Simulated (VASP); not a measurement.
**Al4P: single point with PBE**

Al4P:

```xyz
5
Lattice="-2.5143 2.5143 3.7130 2.5143 -2.5143 3.7130 2.5143 2.5143 -3.7130" Properties=species:S:1:pos:R:3 pbc="T T T"
Al    0.0000    0.0000    2.3829
Al    0.0000    0.0000    5.0431
Al    0.0000    2.5143    0.0000
Al    2.5143    0.0000    0.0000
P     0.0000    0.0000    0.0000
```

The cell was built from a structure type or drawn by symmetry, and may not be a known phase.

| Quantity | Value |
| --- | --- |
| Program | VASP 6.6.1 |
| Task | single point |
| Functional | PBE |
| Potentials or basis | VASP PAW PBE potentials, release 64 (Al, P) |
| Cutoff | 520 eV |
| k mesh | 10 × 10 × 10 |
| Occupations | gaussian, width 0.1 eV |
| Spin | no spin polarisation |

```
Pressure               : -0.1 GPa
Largest force          : 0.012 eV/Å
Band gap on the k mesh : zero (an odd number of electrons rules out a gap without spin polarisation)
```

Forces in eV/Å, atoms in the order of the input:
```
Al   0.000  0.000 -0.012
Al   0.000  0.000  0.012
Al   0.000  0.000  0.000
Al   0.000  0.000  0.000
P    0.000  0.000  0.000
```

Levels at points of the mesh, in eV from the Fermi level:
| k point | band 5 | band 6 | band 7 | band 8 | band 9 | band 10 | band 11 | band 12 |
| --- | --- | --- | --- | --- | --- | --- | --- | --- |
| (0.00, 0.00, 0.00) | -4.19 | -2.03 | -0.54 | -0.54 | -0.34 | -0.34 | -0.17 | -0.14 |
| (0.50, 0.00, 0.00) | -4.25 | -3.00 | -2.61 | -2.15 | 0.45 | 2.08 | 2.47 | 2.49 |
| (0.50, 0.50, 0.00) | -5.62 | -3.12 | 0.57 | 0.61 | 0.70 | 1.86 | 2.83 | 3.05 |
| (0.50, 0.50, 0.50) | -5.22 | -3.80 | 0.13 | 0.25 | 0.25 | 2.55 | 3.42 | 3.77 |

It took 100 s on 1 thread of Intel(R) Xeon(R) 6975P-C (Granite Rapids), on a shared host, peak memory 0.3 GiB.
